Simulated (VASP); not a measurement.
# PbO2 in VASP: further runs, part 2 of 2

VASP 6.6.1.

## 5. Single point, PBEsol (uniaxial strain along a: +1.5 %, then relaxed in part)

INCAR reads:

```
SYSTEM = PbO2
ALGO     = Normal         ! electronic algorithm
EDIFF    = 1E-6           ! SCF threshold, eV
ENCUT    = 520            ! plane-wave cutoff, eV
GGA      = PS             ! functional
ISIF     = 2              ! what is computed and relaxed
ISMEAR   = 0              ! smearing method
LASPH    = .True.         ! aspherical terms in the spheres
LCHARG   = .True.         ! write CHGCAR
LELF     = .True.         ! ELF
LREAL    = .False.        ! projectors in reciprocal space
LVHAR    = .True.       
LWAVE    = .False.        ! write WAVECAR
NBANDS   = 35             ! bands
NELM     = 80             ! most SCF steps
PREC     = Accurate       ! precision mode
SIGMA    = 0.1            ! smearing width, eV
```

KPOINTS reads:

```
k-points
0
Gamma
  8 8 10
  0 0 0
```

POSCAR reads:

```
PbO2
1.0
    5.0722196109      0.0000000000      0.0000000000
    0.0000000000      4.9388791391      0.0000000000
    0.0000000000      0.0000000000      3.4007390899
Pb O
2 4
Direct
    0.0000000000      0.0000000000      0.0000000000
    0.5000000000      0.5000000000      0.5000000000
    0.3230950203      0.2915146465      0.0000000000
    0.1769049797      0.7915146465      0.5000000000
    0.6769049797      0.7084853535      0.0000000000
    0.8230950203      0.2084853535      0.5000000000
```

Potentials or basis: VASP PAW PBE potentials, release 64 (Pb_d, O).

Run with:

```sh
> cat potpaw_PBE.64/Pb_d/POTCAR potpaw_PBE.64/O/POTCAR > POTCAR
> mpirun -np 1 vasp_std > vasp.out
```

OUTCAR:

```text
SYSTEM = PbO2
   EDIFF = 1E-6
   ENCUT = 520
   GGA = PS
   ISIF = 2
   ISMEAR = 0
   LASPH = .True.
   LREAL = .False.
   NELM = 80
   PREC = Accurate

 ion  position               nearest neighbor table
   1  0.000  0.000  0.000-   4 2.18   6 2.18   4 2.18   6 2.18   5 2.18   3 2.18   2 3.93   2 3.93
                             2 3.93   2 3.93   2 3.93   2 3.93   2 3.93   2 3.93
   2  0.500  0.500  0.500-   3 2.18   5 2.18   3 2.18   5 2.18   4 2.18   6 2.18   1 3.93   1 3.93
                             1 3.93   1 3.93   1 3.93   1 3.93   1 3.93   1 3.93
   3  0.323  0.292  0.000-   2 2.18   2 2.18   1 2.18
   4  0.177  0.792  0.500-   1 2.18   1 2.18   2 2.18
   5  0.677  0.708  0.000-   2 2.18   2 2.18   1 2.18
   6  0.823  0.208  0.500-   1 2.18   1 2.18   2 2.18

  LATTYP: Found a simple orthorhombic cell.
 ALAT       =     3.4007390899
 B/A-ratio  =     1.4522958123
 C/A-ratio  =     1.4915050749

  Lattice vectors:

 A1 = (   0.0000000000,   0.0000000000,  -3.4007390899)
 A2 = (   0.0000000000,   4.9388791391,   0.0000000000)
 A3 = (   5.0722196109,   0.0000000000,   0.0000000000)

Analysis of symmetry for initial positions (statically):
[... 183 lines left out ...]

 E-fermi :   4.0634     XC(G=0): -10.8717

 val. band max:        3.9728753314   @ k =   0.0000   0.1250   0.1000
 cond. band min:       4.1288165726   @ k =   0.0000   0.0000   0.0000
 fundamental gap:      0.1559412412
 Fermi energy:         4.0633576222

 k-point     1 :       0.0000    0.0000    0.0000
  band No.  band energies     occupation
      1     -14.1511      2.00000
      2     -14.0337      2.00000
      3     -12.3741      2.00000
      4     -12.3656      2.00000
      5     -11.4447      2.00000
      6     -11.2534      2.00000
[... 901 lines left out ...]
     34      15.5690      0.00000
     35      16.0151      0.00000

 [... further k-points ...]
[... 5 lines left out ...]
  --------------------------------------------------------------------------------------
  -------------------------------------------------------------------------------------
  Total       -0.2462119      0.0870608      0.1984504      0.0000000      0.0000000      0.0000000
  in kB       -4.6304136      1.6373201      3.7321816      0.0000000      0.0000000      0.0000000
  external PRESSURE =       0.2463627 kB  Pullay stress =       0.0000000 kB

 VOLUME and BASIS-vectors are now :
 -----------------------------------------------------------------------------
  energy-cutoff  :      520.00
  volume of cell :       85.19
      direct lattice vectors                 reciprocal lattice vectors
     5.072219611  0.000000000  0.000000000     0.197152347  0.000000000  0.000000000
     0.000000000  4.938879139  0.000000000     0.000000000  0.202475090  0.000000000
     0.000000000  0.000000000  3.400739090     0.000000000  0.000000000  0.294053726

 POSITION                                       TOTAL-FORCE (eV/Angst)
 -----------------------------------------------------------------------------------
      0.00000      0.00000      0.00000         0.000000      0.000000      0.000000
      2.53611      2.46944      1.70037         0.000000      0.000000      0.000000
      1.63881      1.43976      0.00000        -0.005580     -0.008070      0.000000
      0.89730      3.90920      1.70037         0.005580     -0.008070      0.000000
      3.43341      3.49912      0.00000         0.005580      0.008070      0.000000
      4.17492      1.02968      1.70037        -0.005580      0.008070      0.000000
 -----------------------------------------------------------------------------------
    total drift:                               -0.000000      0.000000      0.000000

  FREE ENERGIE OF THE ION-ELECTRON SYSTEM (eV)
  ---------------------------------------------------
  free  energy   TOTEN  =       -34.0666467368 eV

  energy  without entropy=      -34.0658191116  energy(sigma->0) =      -34.06623292
```

OSZICAR:

```text
N       E                     dE             d eps       ncg     rms          rms(c)
DAV:   1     0.679048154629E+03    0.67905E+03   -0.25693E+04 10508   0.181E+03
DAV:   2     0.538332337863E+02   -0.62521E+03   -0.59300E+03 11392   0.498E+02
DAV:   3    -0.345675475868E+02   -0.88401E+02   -0.85672E+02 12742   0.205E+02
DAV:   4    -0.389037364860E+02   -0.43362E+01   -0.42972E+01 13338   0.479E+01
DAV:   5    -0.390567296253E+02   -0.15299E+00   -0.15275E+00 14134   0.902E+00    0.128E+01
DAV:   6    -0.341315962897E+02    0.49251E+01   -0.14827E+01 16020   0.480E+01    0.438E+00
DAV:   7    -0.341213813444E+02    0.10215E-01   -0.14915E+00 11652   0.870E+00    0.269E+00
DAV:   8    -0.340901405784E+02    0.31241E-01   -0.37558E-01 16177   0.542E+00    0.113E+00
DAV:   9    -0.340653646238E+02    0.24776E-01   -0.72215E-02 16254   0.346E+00    0.116E-01
DAV:  10    -0.340667370939E+02   -0.13725E-02   -0.10084E-02 11754   0.561E-01    0.118E-01
DAV:  11    -0.340666622916E+02    0.74802E-04   -0.32938E-04 16941   0.191E-01    0.443E-02
DAV:  12    -0.340666491701E+02    0.13121E-04   -0.51986E-05 12863   0.538E-02    0.142E-02
DAV:  13    -0.340666474674E+02    0.17027E-05   -0.42521E-06 12088   0.270E-02    0.467E-03
DAV:  14    -0.340666467368E+02    0.73064E-06   -0.19675E-06  9669   0.173E-02
   1 F= -.34066647E+02 E0= -.34066233E+02  d E =-.827625E-03
```

stdout:

```text
POSCAR found type information on POSCAR PbO
 POSCAR found :  2 types and       6 ions
 scaLAPACK will be used
 -----------------------------------------------------------------------------
|                                                                             |
|                                                                             |
|     You enforced a specific xc type in the INCAR file but a different       |
|     I HOPE YOU KNOW WHAT YOU ARE DOING!                                     |
|                                                                             |
 -----------------------------------------------------------------------------

 LDA part: xc-table for (Slater+PW92), standard interpolation
 POSCAR, INCAR and KPOINTS ok, starting setup
 FFT: planning ... GRIDC
 FFT: planning ... GRID_SOFT
 FFT: planning ... GRID
 WAVECAR not read
 entering main loop
```

Wall time 4.5 min (1 thread of Intel Xeon 6975P-C (Granite Rapids), shared host); peak memory 0.45 GiB.

Results:

```yaml
Free_energy: -34.0666 eV
Pressure: 0.0 GPa
Largest_force: 0.010 eV/Å
Band_gap_on_the_k_mesh: 0.16 eV, indirect (least direct gap 0.26 eV)
```

Forces in eV/Å, atoms in the order of the input:
```
Pb   0.000  0.000  0.000
Pb   0.000  0.000  0.000
O   -0.006 -0.008  0.000
O    0.006 -0.008  0.000
O    0.006  0.008  0.000
O   -0.006  0.008  0.000
```

Levels at points of the mesh, in eV from the valence-band top:
| k point | band 22 | band 23 | band 24 | band 25 | band 26 | band 27 | band 28 | band 29 | band 30 | band 31 |
| --- | --- | --- | --- | --- | --- | --- | --- | --- | --- | --- |
| (0.00, 0.00, 0.00) | -0.58 | -0.54 | -0.53 | -0.53 | -0.49 | 0.16 | 4.21 | 5.73 | 5.93 | 9.63 |
| (0.50, 0.00, 0.00) | -1.38 | -0.56 | -0.56 | -0.34 | -0.34 | 2.47 | 2.47 | 6.65 | 6.65 | 9.52 |
| (0.00, 0.50, 0.00) | -1.15 | -0.59 | -0.59 | -0.27 | -0.27 | 2.30 | 2.30 | 6.21 | 6.21 | 9.74 |
| (0.50, 0.50, 0.00) | -1.52 | -0.60 | -0.60 | -0.39 | -0.39 | 2.82 | 2.82 | 6.66 | 6.66 | 9.98 |
| (0.00, 0.00, 0.50) | -1.96 | -1.05 | -1.05 | -0.67 | -0.67 | 3.72 | 3.72 | 8.75 | 8.75 | 9.60 |
| (0.50, 0.00, 0.50) | -0.85 | -0.83 | -0.83 | -0.14 | -0.14 | 3.97 | 3.97 | 7.07 | 7.07 | 10.12 |
| (0.00, 0.50, 0.50) | -1.13 | -0.61 | -0.61 | -0.19 | -0.19 | 4.05 | 4.05 | 7.32 | 7.32 | 9.69 |
| (0.50, 0.50, 0.50) | -1.87 | -0.62 | -0.62 | -0.44 | -0.44 | 2.81 | 2.81 | 8.21 | 8.21 | 9.67 |

Caveat: the cell differs from its parent crystal (uniaxial strain along a: +1.5 %, then relaxed in part); the PAW data sets were made with another functional, which shifts forces and pressure a little; spin-orbit coupling is left out, which moves the levels of the heavy elements.

## 6. Overview

```csv
cell,pressure (GPa),largest force (eV/Å)
"a = 4.847, b = 4.847, c = 3.516 Å, 6 atoms",3.3,-
"a = 4.922, b = 4.922, c = 3.442 Å, 6 atoms",2.7,0.01
"a = 4.922, b = 4.922, c = 3.460 Å, 6 atoms",1.8,-
"a = 5.072, b = 4.939, c = 3.401 Å, 6 atoms",0.0,0.01
```

Alike in all rows: task single point; level PBEsol; potentials or basis VASP PAW PBE potentials, release 64 (Pb_d, O); no spin polarisation; k mesh 8 × 8 × 10; cutoff (eV) 520; smearing gaussian 0.1 eV.

Caveats: the PAW data sets were made with another functional, which shifts forces and pressure a little; spin-orbit coupling is left out, which moves the levels of the heavy elements.

Absolute energies hang on the potentials; compare differences alone.
